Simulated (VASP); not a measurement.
Here is a VASP 6.6.1 calculation.

Contents of INCAR:

```
SYSTEM = Au
PREC     = Accurate       ! precision mode
ENCUT    = 520            ! plane-wave cutoff, eV
EDIFF    = 1E-6           ! SCF threshold, eV
ISMEAR   = -1             ! smearing method
SIGMA    = 0.1            ! smearing width, eV
LREAL    = .False.        ! projectors in reciprocal space
LASPH    = .True.         ! aspherical terms in the spheres
NELM     = 80             ! most SCF steps
ALGO     = Normal         ! electronic algorithm
ISIF     = 2              ! what is computed and relaxed
LWAVE    = .False.        ! write WAVECAR
LCHARG   = .True.         ! write CHGCAR
GGA      = CA             ! functional
LELF     = .True.         ! ELF
LVHAR    = .True.       
NBANDS   = 12             ! bands
```

KPOINTS

```
regular mesh
0
Gamma
  10 10 10
  0 0 0
```

POSCAR

```
Au
1.0
    2.8640040634      0.0000000000      0.0000000000
    1.4320020317      2.4803002754      0.0000000000
    1.4320020317      0.8267667585      2.3384495255
Au
1
Direct
    0.0000000000      0.0000000000      0.0000000000
```

Potentials or basis: VASP PAW LDA potentials, release 64 (Au).

Command:

```console
$ cat potpaw_LDA.64/Au/POTCAR > POTCAR
$ mpirun -np 1 vasp_std > vasp.out
```

**Question.** Estimate the pressure.

**Answer.** 0.5 GPa.
